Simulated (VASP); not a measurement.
**AlN: single point with PBEsol**

Crystal: AlN.

```
Al N
1.0
     3.12134    0.00000    0.00000
    -1.56067    2.70316    0.00000
     0.00000    0.00000    4.99454
Al N
2 2
Direct
  0.33333 0.66667 0.00000
  0.66667 0.33333 0.50000
  0.33333 0.66667 0.38500
  0.66667 0.33333 0.88500
```

This cell differs from its parent crystal: volume scaled by 1.01.

* Program: VASP 6.6.1
* Task: single point
* Functional: PBEsol
* Potentials or basis: VASP PAW PBE potentials, release 64 (Al, N)
* Cutoff: 520 eV
* k mesh: 10 × 10 × 6
* Occupations: fermi-dirac, width 0.03 eV
* Spin: no spin polarisation

| Quantity | Value |
| --- | --- |
| Pressure | -1.5 GPa |
| Largest force | 0.177 eV/Å |
| Band gap on the k mesh | 4.00 eV, direct |

Forces in eV/Å, atoms in the order of the input:
```
Al   0.000  0.000  0.177
Al   0.000  0.000  0.177
N    0.000  0.000 -0.177
N    0.000  0.000 -0.177
```

Stress tensor (GPa, compression positive):
```
-0.87  0.00  0.00
 0.00 -0.87  0.00
 0.00  0.00 -2.61
```

Levels at points of the mesh, in eV from the valence-band top:
| k point | band 6 | band 7 | band 8 | band 9 | band 10 | band 11 |
| --- | --- | --- | --- | --- | --- | --- |
| (0.00, 0.00, 0.00) | -0.29 | -0.29 | 0.00 | 4.00 | 6.44 | 10.42 |
| (0.50, 0.00, 0.00) | -2.17 | -1.81 | -0.77 | 5.60 | 5.64 | 7.95 |
| (0.00, 0.00, 0.50) | -0.63 | -0.63 | -0.63 | 6.28 | 6.28 | 10.09 |
| (0.50, 0.00, 0.50) | -1.54 | -1.40 | -1.40 | 5.11 | 5.11 | 9.00 |

Run time: 26 s on 1 thread of Intel(R) Xeon(R) Platinum 8259CL CPU @ 2.50GHz (Skylake/Cascade Lake), on a shared host, peak memory 0.16 GiB.

Caveat: the PAW data sets were made with another functional, which shifts forces and pressure a little.
